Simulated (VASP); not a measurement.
# MgI2 (P-3m1) in VASP: a series of runs, part 3 of 3

VASP 6.6.1.

### Step 5. Electric field gradients, PBEsol (34.86 Å³/atom)

This run uses another cell than the first one, of 34.86 Å³/atom.

INCAR

```
  PREC = Accurate
  ENCUT = 520
  EDIFF = 1E-8
  ISMEAR = -1
  SIGMA = 0.03
  LREAL = F
  LASPH = T
  NELM = 100
  ALGO = Normal
  ISIF = 2
  LWAVE = F
  LCHARG = F
  GGA = PS
  LEFG = T
  NBANDS = 15
```

KPOINTS

```
Automatic mesh
0
Gamma
  7 7 4
```

POSCAR

```
MgI2
1.0
    4.1812088709      0.0000000000      0.0000000000
   -2.0906044354      3.6210331007      0.0000000000
    0.0000000000      0.0000000000      6.9074450330
Mg I
1 2
Direct
    0.0000000000      0.0000000000      0.0000000000
    0.3333333333      0.6666666667      0.7576300000
    0.6666666667      0.3333333333      0.2423700000
```

Potentials or basis: VASP PAW PBE potentials, release 64 (Mg, I).

The run is started by

```bash
cat potpaw_PBE.64/Mg/POTCAR potpaw_PBE.64/I/POTCAR > POTCAR
mpirun -np 1 vasp_std > vasp.out
```

OUTCAR:

```text
PREC = Accurate
   ENCUT = 520
   EDIFF = 1E-8
   ISMEAR = -1
   LREAL = F
   LASPH = T
   NELM = 100
   ISIF = 2
   GGA = PS

 ion  position               nearest neighbor table
   1  0.000  0.000  0.000-   2 2.94   3 2.94   2 2.94   3 2.94   3 2.94   2 2.94
   2  0.333  0.667  0.758-   1 2.94   1 2.94   1 2.94
   3  0.667  0.333  0.242-   1 2.94   1 2.94   1 2.94

  LATTYP: Found a hexagonal cell.
 ALAT       =     4.1812088709
 C/A-ratio  =     1.6520210413

  Lattice vectors:

 A1 = (   4.1812088709,   0.0000000000,   0.0000000000)
 A2 = (  -2.0906044354,   3.6210331007,   0.0000000000)
 A3 = (   0.0000000000,   0.0000000000,   6.9074450330)

Analysis of symmetry for initial positions (statically):
=====================================================================
 Subroutine PRICEL returns:
 Original cell was already a primitive cell.

 Routine SETGRP: Setting up the symmetry group for a
 hexagonal supercell.

 Subroutine GETGRP returns: Found 12 space group operations
 (whereof 12 operations were pure point group operations)
 out of a pool of 24 trial point group operations.

The static configuration has the point symmetry D_3d.

Analysis of symmetry for dynamics (positions and initial velocities):
=====================================================================
 Subroutine PRICEL returns:
 Original cell was already a primitive cell.

 Routine SETGRP: Setting up the symmetry group for a
 hexagonal supercell.

 Subroutine GETGRP returns: Found 12 space group operations
 (whereof 12 operations were pure point group operations)
 out of a pool of 24 trial point group operations.

The dynamic configuration has the point symmetry D_3d.

 Subroutine INISYM returns: Found 12 space group operations
 (whereof 12 operations are pure point group operations),
 and found     1 'primitive' translations

----------------------------------------------------------------------------------------

                                     Primitive cell

  volume of cell :     104.5808

  direct lattice vectors                    reciprocal lattice vectors
     4.181208871  0.000000000  0.000000000     0.239165282  0.138082140  0.000000000
    -2.090604435  3.621033101  0.000000000     0.000000000  0.276164280  0.000000000
     0.000000000  0.000000000  6.907445033     0.000000000  0.000000000  0.144771329

  length of vectors
     4.181208871  4.181208871  6.907445033     0.276164280  0.276164280  0.144771329

  position of ions in fractional coordinates (direct lattice)
     0.000000000  0.000000000  0.000000000
     0.333333333  0.666666667  0.757630000
     0.666666667  0.333333333  0.242370000

  ion indices of the primitive-cell ions
   primitive index   ion index
                 1           1
                 2           2
                 3           3

----------------------------------------------------------------------------------------

 KPOINTS: Automatic mesh

Automatic generation of k-mesh.
 Grid dimensions read from file:
 generate k-points for:    7    7    4

 Generating k-lattice:

[... 85 lines left out ...]
   LORBIT       =      0    0 simple, 1 ext, 2 COOP (PROOUT), +10 PAW based schemes
   GGA     = PS    functional components
   LHFCALC =     F    Hartree Fock is set to
   AEXX    =    0.0000 exact exchange contribution
   IVDW    =     0    specifies the selected vdW correction
   LEPSILON=     F    determine dielectric tensor
   LRPA    =     F    only Hartree local field effects (RPA)
 non-spin polarized calculation
  energy-cutoff  :      520.00
  volume of cell :      104.58
 maximum number of plane-waves:      2846
 NGX is ok and might be reduce to    32
   NGX = 15   NGY = 15   NGZ = 25

 number of electron      16.0000000 magnetization

 Free energy of the ion-electron system (eV)
  ---------------------------------------------------
  ext. energy  EPLUGINS =         0.00000000
  ---------------------------------------------------
  free energy    TOTEN  =        -8.41389069 eV

  energy without entropy =       -8.41389069  energy(sigma->0) =       -8.41389069

 E-fermi :   2.6372     XC(G=0):  -8.2918

 val. band max:        2.0509989807   @ k =   0.0000   0.0000   0.0000
 cond. band min:       5.5005839752   @ k =   0.4286  -0.0000   0.2500
 fundamental gap:      3.4495849946
 Fermi energy:         2.6371640871

 k-point     1 :       0.0000    0.0000    0.0000
  band No.  band energies     occupation
      1      -9.9944      2.00000
      2      -9.3116      2.00000
      3      -1.4465      2.00000
      4       1.5880      2.00000
      5       1.5880      2.00000
      6       1.9607      2.00000
      7       1.9607      2.00000
      8       2.0510      2.00000
      9       5.5433      0.00000
     10       6.6708      0.00000
     11       8.6513      0.00000
     12       8.6513      0.00000
     13       9.4545      0.00000
     14      10.1202      0.00000
[... 401 lines left out ...]
      2      -9.1757      2.00000
      3      -1.5109      2.00000
      4      -1.0271      2.00000
      5       0.8744      2.00000
      6       0.9043      2.00000
      7       1.2468      2.00000
      8       1.3813      2.00000
      9       5.5741      0.00000
     10       7.1451      0.00000
     11       7.7906      0.00000
     12       8.1442      0.00000
     13       9.6568      0.00000
     14      11.7138      0.00000
     15      11.9476      0.00000

 [... further k-points ...]

------------------------ aborting loop because EDIFF is reached ----------------------------------------

  FORCE on cell =-STRESS in cart. coord.  units (eV):
  Direction    XX          YY          ZZ          XY          YZ          ZX
  --------------------------------------------------------------------------------------
  -------------------------------------------------------------------------------------
  Total       -0.5991337     -0.5991337     -0.3271100     -0.0000000      0.0000000     -0.0000000
  in kB       -9.1787293     -9.1787293     -5.0113249     -0.0000000      0.0000000     -0.0000000
  external PRESSURE =      -7.7895945 kB  Pullay stress =       0.0000000 kB

 VOLUME and BASIS-vectors are now :
 -----------------------------------------------------------------------------
  energy-cutoff  :      520.00
  volume of cell :      104.58
      direct lattice vectors                 reciprocal lattice vectors
     4.181208871  0.000000000  0.000000000     0.239165282  0.138082140  0.000000000
    -2.090604435  3.621033101  0.000000000     0.000000000  0.276164280  0.000000000
     0.000000000  0.000000000  6.907445033     0.000000000  0.000000000  0.144771329

 POSITION                                       TOTAL-FORCE (eV/Angst)
 -----------------------------------------------------------------------------------
      0.00000      0.00000      0.00000        -0.000000      0.000000      0.000000
     -0.00000      2.41402      5.23329        -0.000000      0.000000      0.131395
      2.09060      1.20701      1.67416         0.000000      0.000000     -0.131395
 -----------------------------------------------------------------------------------
    total drift:                               -0.000000      0.000000     -0.000000

  FREE ENERGIE OF THE ION-ELECTRON SYSTEM (eV)
  ---------------------------------------------------
  free  energy   TOTEN  =        -8.4138906930 eV

  energy  without entropy=       -8.4138906930  energy(sigma->0) =       -8.41389069

 Electric field gradients (V/A^2)
---------------------------------------------------------------------
 ion       V_xx      V_yy      V_zz      V_xy      V_xz      V_yz
---------------------------------------------------------------------
   1      -0.141    -0.141     0.282    -0.000    -0.000     0.000
   2      24.437    24.437   -48.874    -0.000     0.000    -0.000
   3      24.437    24.437   -48.874    -0.000     0.000    -0.000
---------------------------------------------------------------------

 Electric field gradients after diagonalization (V/A^2)
 (convention: |V_zz| > |V_xx| > |V_yy|)
----------------------------------------------------------------------
 ion       V_xx      V_yy      V_zz     asymmetry (V_yy - V_xx)/ V_zz
----------------------------------------------------------------------
   1      -0.141    -0.141     0.282       0.000
   2      24.437    24.437   -48.874       0.000
   3      24.437    24.437   -48.874       0.000
----------------------------------------------------------------------

           NMR quadrupolar parameters

 Cq : quadrupolar parameter    Cq=e*Q*V_zz/h
 eta: asymmetry parameters     (V_yy - V_xx)/ V_zz
 Q  : nuclear electric quadrupole moment in mb (millibarn)
----------------------------------------------------------------------
 ion       Cq(MHz)       eta       Q (mb)
----------------------------------------------------------------------
   1       0.001       0.000       1.000
   2      -0.118       0.000       1.000
   3      -0.118       0.000       1.000
----------------------------------------------------------------------
```

Wall time 65 s (1 thread of Intel Xeon 8259CL, shared host); peak memory 0.24 GiB.

What came out:

```yaml
Free_energy: -8.4139 eV
Pressure: -0.8 GPa
Largest_force: 0.131 eV/Å
Band_gap_on_the_k_mesh: 3.45 eV (least direct gap 3.49 eV)
Largest_electric_field_gradient_by_atom: Mg +0.3; I -48.9 V/Å²
```

Forces in eV/Å, atoms in the order of the input:
```
Mg   0.000  0.000  0.000
I    0.000  0.000  0.131
I    0.000  0.000 -0.131
```

Stress tensor (GPa, compression positive):
```
-0.92  0.00  0.00
 0.00 -0.92  0.00
 0.00  0.00 -0.50
```

Levels at points of the mesh, in eV from the valence-band top:
```csv
k point,band 4,band 5,band 6,band 7,band 8,band 9,band 10,band 11,band 12,band 13
"(0.00, 0.00, 0.00)",-0.46,-0.46,-0.09,-0.09,0.00,3.49,4.62,6.60,6.60,7.40
"(0.00, 0.00, 0.50)",-1.43,-0.37,-0.37,-0.19,-0.19,4.47,4.69,6.42,6.42,7.73
```

Electric field gradients, principal values (V/Å²):
```tsv
atom	least	middle	greatest (by size)
1 Mg	-0.141	-0.141	0.282
2 I	24.437	24.437	-48.874
3 I	24.437	24.437	-48.874
```

Caveat: without QUAD_EFG the Cq values of the log hold for a quadrupole moment of 1 mb, not for the nuclei; the PAW data sets were made with another functional, which shifts forces and pressure a little; spin-orbit coupling is left out, which moves the levels of the heavy elements; an odd mesh through Γ misses points on the zone boundary, where band edges can lie; this functional lacks dispersion, which binds the layers, so the pressure and a relaxed spacing across them are unreliable.

### Step 6. Electric field gradients, PBEsol (zz strain of +1 %)

INCAR

```
PREC = Accurate ; ENCUT = 520
EDIFF = 1E-8 ; ISMEAR = -1
SIGMA = 0.03 ; LREAL = F
LASPH = T ; NELM = 100
ALGO = Normal ; ISIF = 2
LWAVE = F ; LCHARG = F
GGA = PS ; LEFG = T
NBANDS = 15
```

KPOINTS

```
regular mesh
0
Gamma
  7 7 4
```

POSCAR

```
MgI2
1.0
    4.1537001214      0.0000000000      0.0000000000
   -2.0768500607      3.5972098248      0.0000000000
    0.0000000000      0.0000000000      6.9306200000
Mg I
1 2
Direct
    0.0000000000      0.0000000000      0.0000000000
    0.3333333333      0.6666666667      0.7576300000
    0.6666666667      0.3333333333      0.2423700000
```

Potentials or basis: VASP PAW PBE potentials, release 64 (Mg, I).

The run is started by

```bash
cat potpaw_PBE.64/Mg/POTCAR potpaw_PBE.64/I/POTCAR > POTCAR
mpirun -np 1 vasp_std > vasp.out
```

OUTCAR:

```text
PREC = Accurate
   ENCUT = 520
   EDIFF = 1E-8
   ISMEAR = -1
   LREAL = F
   LASPH = T
   NELM = 100
   ISIF = 2
   GGA = PS

 ion  position               nearest neighbor table
   1  0.000  0.000  0.000-   2 2.93   3 2.93   2 2.93   3 2.93   3 2.93   2 2.93
   2  0.333  0.667  0.758-   1 2.93   1 2.93   1 2.93
   3  0.667  0.333  0.242-   1 2.93   1 2.93   1 2.93

  LATTYP: Found a hexagonal cell.
 ALAT       =     4.1537001214
 C/A-ratio  =     1.6685412518

  Lattice vectors:

 A1 = (   4.1537001214,   0.0000000000,   0.0000000000)
 A2 = (  -2.0768500607,   3.5972098248,   0.0000000000)
 A3 = (   0.0000000000,   0.0000000000,   6.9306200000)

Analysis of symmetry for initial positions (statically):
=====================================================================
 Subroutine PRICEL returns:
 Original cell was already a primitive cell.

 Routine SETGRP: Setting up the symmetry group for a
 hexagonal supercell.

[... 627 lines left out ...]

 POSITION                                       TOTAL-FORCE (eV/Angst)
 -----------------------------------------------------------------------------------
      0.00000      0.00000      0.00000        -0.000000      0.000000      0.000000
     -0.00000      2.39814      5.25085         0.000000      0.000000      0.111781
      2.07685      1.19907      1.67977        -0.000000      0.000000     -0.111781
 -----------------------------------------------------------------------------------
    total drift:                               -0.000000      0.000000     -0.000000

  FREE ENERGIE OF THE ION-ELECTRON SYSTEM (eV)
  ---------------------------------------------------
  free  energy   TOTEN  =        -8.4191342426 eV

  energy  without entropy=       -8.4191342426  energy(sigma->0) =       -8.41913424

 Electric field gradients (V/A^2)
---------------------------------------------------------------------
 ion       V_xx      V_yy      V_zz      V_xy      V_xz      V_yz
---------------------------------------------------------------------
   1      -0.034    -0.034     0.068    -0.000    -0.000     0.000
   2      20.008    20.008   -40.016    -0.000     0.000    -0.000
   3      20.008    20.008   -40.016    -0.000     0.000    -0.000
---------------------------------------------------------------------

 Electric field gradients after diagonalization (V/A^2)
 (convention: |V_zz| > |V_xx| > |V_yy|)
----------------------------------------------------------------------
 ion       V_xx      V_yy      V_zz     asymmetry (V_yy - V_xx)/ V_zz
----------------------------------------------------------------------
   1      -0.034    -0.034     0.068       0.000
   2      20.008    20.008   -40.016       0.000
   3      20.008    20.008   -40.016       0.000
----------------------------------------------------------------------

           NMR quadrupolar parameters

 Cq : quadrupolar parameter    Cq=e*Q*V_zz/h
 eta: asymmetry parameters     (V_yy - V_xx)/ V_zz
 Q  : nuclear electric quadrupole moment in mb (millibarn)
----------------------------------------------------------------------
 ion       Cq(MHz)       eta       Q (mb)
----------------------------------------------------------------------
   1       0.000       0.000       1.000
   2      -0.097       0.000       1.000
   3      -0.097       0.000       1.000
----------------------------------------------------------------------
```

It took 74 s on 1 thread of Intel Xeon 8259CL, shared host; peak memory 0.24 GiB.

Results:

| Quantity | Value |
| --- | --- |
| Free energy | -8.4191 eV |
| Pressure | -0.5 GPa |
| Largest force | 0.112 eV/Å |
| Band gap on the k mesh | 3.51 eV (least direct gap 3.59 eV) |
| Largest electric field gradient by atom | Mg +0.1; I -40.0 V/Å² |

Forces on the atoms (eV/Å):
```
Mg   0.000  0.000  0.000
I    0.000  0.000  0.112
I    0.000  0.000 -0.112
```

Levels at points of the mesh, in eV from the valence-band top:
```tsv
k point	band 6	band 7	band 8	band 9	band 10	band 11
(0.00, 0.00, 0.00)	-0.02	-0.02	0.00	3.59	4.70	6.69
(0.00, 0.00, 0.50)	-0.30	-0.12	-0.12	4.59	4.78	6.52
```

Electric field gradients, principal values (V/Å²):
| atom | least | middle | greatest (by size) |
| --- | --- | --- | --- |
| 1 Mg | -0.034 | -0.034 | 0.068 |
| 2 I | 20.008 | 20.008 | -40.016 |
| 3 I | 20.008 | 20.008 | -40.016 |

Caveat: the cell differs from its parent crystal (zz strain of +1 %); without QUAD_EFG the Cq values of the log hold for a quadrupole moment of 1 mb, not for the nuclei; the PAW data sets were made with another functional, which shifts forces and pressure a little; spin-orbit coupling is left out, which moves the levels of the heavy elements; an odd mesh through Γ misses points on the zone boundary, where band edges can lie; this functional lacks dispersion, which binds the layers, so the pressure and a relaxed spacing across them are unreliable.

### Step 7. The runs side by side

```tsv
cell	gap on the mesh (eV)	pressure (GPa)	largest force (eV/Å)
a = 4.140, b = 4.140, c = 6.839 Å, angles 90.0, 90.0, 120.0°, 3 atoms	3.47	0.1	0.01
a = 4.154, b = 4.154, c = 6.793 Å, angles 90.0, 90.0, 120.0°, 3 atoms	3.41	0.1	0.04
a = 4.181, b = 4.181, c = 6.907 Å, angles 90.0, 90.0, 120.0°, 3 atoms	3.45	-0.8	0.13
a = 4.154, b = 4.154, c = 6.931 Å, angles 90.0, 90.0, 120.0°, 3 atoms	3.51	-0.5	0.11
```

Alike in all rows: task electric field gradients; level PBEsol; potentials or basis VASP PAW PBE potentials, release 64 (Mg, I); no spin polarisation; k mesh 7 × 7 × 4; cutoff (eV) 520; smearing fermi-dirac 0.03 eV.

Caveats: the PAW data sets were made with another functional, which shifts forces and pressure a little; spin-orbit coupling is left out, which moves the levels of the heavy elements; an odd mesh through Γ misses points on the zone boundary, where band edges can lie; this functional lacks dispersion, which binds the layers, so the pressure and a relaxed spacing across them are unreliable.

Total energies depend on the potentials used, so only differences within one code and one set of settings carry meaning.
